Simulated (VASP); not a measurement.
A run of VASP 6.6.1:

Contents of INCAR:

```
SYSTEM = GaB2As3
ALGO = Normal
EDIFF = 1E-6
ENCUT = 520
GGA = PE
ISIF = 2
ISMEAR = 0
LASPH = .True.
LCHARG = .False.
LREAL = .False.
LWAVE = .False.
NBANDS = 26
NELM = 80
PREC = Accurate
SIGMA = 0.02
```

Contents of KPOINTS:

```
k-points
0
Gamma
  12 12 4
  0 0 0
```

The input POSCAR:

```
GaB2As3
1.0
    3.6072707495      0.0000000000      0.0000000000
   -1.8036353748      3.1239881074      0.0000000000
    0.0000000000      0.0000000000      9.0056412660
Ga B As
1 2 3
Direct
    0.3333333333      0.6666666667      0.6636615093
    0.0000000000      0.0000000000      0.0121296304
    0.6666666667      0.3333333333      0.3169421707
    0.0000000000      0.0000000000      0.7815393885
    0.3333333333      0.6666666667      0.3903826727
    0.6666666667      0.3333333333      0.0853446285
```

Potentials or basis: VASP PAW PBE potentials, release 64 (Ga_d, B, As).

The run is started by

```console
$ cat potpaw_PBE.64/Ga_d/POTCAR potpaw_PBE.64/B/POTCAR potpaw_PBE.64/As/POTCAR > POTCAR
$ mpirun -np 1 vasp_std > vasp.out
```

Hardware: 1 thread of AMD EPYC 7R43 64-Core Processor (Zen 3), on a shared host.

Problem. How long does it take, and how much memory?

Solution. Run time: 3.6 min on 1 thread of AMD EPYC 7R43 64-Core Processor (Zen 3), with other jobs on the host, peak memory 0.3 GiB. Counts: scf iterations 14, k points 69.
